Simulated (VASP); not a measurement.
Here is a VASP 6.6.1 calculation.

Contents of POSCAR:

```
ZrS
1.0
    0.0000000000      2.6592540000      2.6592540000
    2.6592540000      0.0000000000      2.6592540000
    2.6592540000      2.6592540000      0.0000000000
Zr S
1 1
Direct
    0.0000000000      0.0000000000      0.0000000000
    0.5000000000      0.5000000000      0.5000000000
```

The input INCAR.step1:

```
  PREC = Accurate
  ENCUT = 600
  ISMEAR = -1
  SIGMA = 0.1
  LREAL = False
  LASPH = True
  NELM = 60
  GGA = PE
  ALGO = Normal
  EDIFF = 1E-4
  LWAVE = True
  LCHARG = False
```

Contents of INCAR.step2:

```
  PREC = Accurate
  ENCUT = 600
  EDIFF = 1E-7
  ISMEAR = -1
  SIGMA = 0.1
  LREAL = False
  LASPH = True
  NELM = 60
  ALGO = Normal
  ISIF = 3
  LWAVE = False
  LCHARG = False
  METAGGA = R2SCAN
  LMIXTAU = True
  IBRION = 2
  NSW = 80
  EDIFFG = -0.03
  ISTART = 1
```

KPOINTS

```
regular mesh
0
Gamma
  11 11 11
```

Potentials or basis: VASP PAW PBE potentials, release 64 (Zr_sv, S).

The run is started by

```bash
$ cat potpaw_PBE.64/Zr_sv/POTCAR potpaw_PBE.64/S/POTCAR > POTCAR
$ cp INCAR.step1 INCAR
$ mpirun -np 1 vasp_std > vasp.out
$ cp INCAR.step2 INCAR
$ mpirun -np 1 vasp_std > vasp.out
```

(1) Predict the relaxed cell.

(2) Estimate the space group after relaxing (to 0.1 Å).

(3) What does it give for the relaxed volume?

Results:

(1) a = 3.697 Å, b = 3.697 Å, c = 3.697 Å, α = 60.00°, β = 60.00°, γ = 60.00°.

(2) Fm-3m (No. 225).

(3) 17.86 Å³/atom.

Caveat: the highest band is partly filled, so the run has too few bands; the PAW data sets were made with another functional, which shifts forces and pressure a little.
